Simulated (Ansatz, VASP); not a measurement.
# Two plane-wave programs on Sc12H

```xyz
13
Lattice="6.6200 0.0000 0.0000 -4.9650 8.5996 0.0000 0.0000 0.0000 5.2761" Properties=species:S:1:pos:R:3 pbc="T T T"
Sc   -0.0080    0.0009    0.0816
Sc   -0.0072    1.9387    2.6243
Sc   -1.6605    2.8544   -0.0114
Sc   -1.6742    4.7582    2.6212
Sc   -3.3150    5.7487   -0.0176
Sc   -3.3084    7.6378    2.6233
Sc    3.3033   -0.0035   -0.0163
Sc    3.2994    1.9023    2.6306
Sc    1.6428    2.8676   -0.0093
Sc    1.6515    4.7872    2.6227
Sc   -0.0122    5.7295   -0.0236
Sc   -0.0227    7.6353    2.6203
H    -0.0118    0.0094    2.1209
```

Alike in both runs: functional LDA; k mesh 3 × 2 × 3; occupations gaussian, width 0.05 eV; no spin polarisation.

Ansatz relaxed the structure, and its values are those at the end. VASP's run is a single point on that final structure, the one shown.

```csv
,VASP,Ansatz
version,VASP 6.6.1,Ansatz 0.2.0
potentials or method,"VASP PAW LDA potentials, release 64 (Sc_sv, H), cutoff 520 eV","scalar-relativistic, plane waves, PAW"
valence electrons in the cell,133,133
```

|  | VASP | Ansatz | Ansatz less VASP |
| --- | --- | --- | --- |
| rms of the force components (eV/Å) | 0.005 | 0.003 | -0.0017 |

LDA's correlation is that of Perdew and Zunger in VASP and of Perdew and Wang (1992) in Ansatz.

The k mesh is coarse, so the values compare programs but aren't converged.
